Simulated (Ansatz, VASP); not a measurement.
# One calculation of HfN, two programs

POSCAR

```
HfN
1.0
    2.8250300000      0.0000000000      0.0000000000
    0.0000000000      2.8250300000      0.0000000000
    0.0000000000      0.0000000000      2.8250300000
Hf N
1 1
Direct
    0.5000000000      0.5000000000      0.5000000000
    0.0000000000      0.0000000000      0.0000000000
```

INCAR.step1

```
SYSTEM = HfN
PREC = Accurate
ENCUT = 520
ISMEAR = -1
SIGMA = 0.05
LREAL = .False.
LASPH = .True.
NELM = 150
LMAXMIX = 4
LDAU = .True.
LDAUTYPE = 2
LDAUL = 2 -1
LDAUU = 8 0
LDAUJ = 0 0
NBANDS = 14
GGA = PE
ALGO = Normal
EDIFF = 1E-4
LWAVE = .True.
LCHARG = .False.
```

File INCAR.step2:

```
SYSTEM = HfN
PREC = Accurate
ENCUT = 520
EDIFF = 1E-6
ISMEAR = -1
SIGMA = 0.05
LREAL = .False.
LASPH = .True.
NELM = 150
ALGO = Normal
ISIF = 2
LWAVE = .False.
LCHARG = .True.
LMAXMIX = 4
LDAU = .True.
LDAUTYPE = 2
LDAUL = 2 -1
LDAUU = 8 0
LDAUJ = 0 0
LDAUPRINT = 1
METAGGA = R2SCAN
LMIXTAU = .True.
LELF = .True.
LVHAR = .True.
NBANDS = 14
ISTART = 1
```

Contents of KPOINTS:

```
Automatic mesh
0
Gamma
  9 9 9
  0 0 0
```

The input input.yaml:

```yaml
crystal:
  lattice:
    - [2.82503, 0.0, 0.0]
    - [0.0, 2.82503, 0.0]
    - [0.0, 0.0, 2.82503]
  atoms:
    - { symbol: Hf, position: [0.5, 0.5, 0.5] }
    - { symbol: "N", position: [0.0, 0.0, 0.0] }
hamiltonian:
  xc: r2scan
  pseudopotentials: { kind: paw }
  hubbard: { sites: [{ species: Hf, l: d, u_eff: 8.0 }] }
kpoints:
  mp_grid: { grid: [9, 9, 9] }
scf:
  occupations: { method: fermi_dirac, width: 0.05 }
  n_extra_bands: 6
output:
  forces: true
  stress: true
  eigenvalues: true
  dos: { projected: true, de: 0.05, nscf_kmesh: { grid: [14, 14, 14] } }
  write_density: true
  write_potential: true
  elf: true
  volumetric_format: npy
```

Alike in both runs: functional r2SCAN; k mesh 9 × 9 × 9; occupations fermi-dirac, width 0.05 eV; no spin polarisation; Hubbard terms Hf d U = 8.0 eV.

```csv
,VASP,Ansatz
version,VASP 6.6.1,Ansatz 0.2.0
potentials or method,"VASP PAW PBE potentials, release 64 (Hf_pv, N)",Ansatz PAW
plane-wave cutoff (eV),520,500
valence electrons in the cell,15,31
task,single point,projected density of states
```

|  | VASP | Ansatz | Ansatz less VASP |
| --- | --- | --- | --- |
| gap on the k mesh at the Fermi level (eV) | none | none | - |
| pressure (GPa) | 24.1 | 9.5 | -14.57 |

VASP's potentials were made for PBE, not for r2SCAN. The programs project onto different local orbitals, so the same U acts differently, and such runs can settle in different states. A gap of «none» marks a metal or a gap that the smearing closes. VASP's potentials hold 15 valence electrons a cell and Ansatz's 31, so a difference there can come from the potentials and not from the codes.

Neither program's run includes spin-orbit coupling.
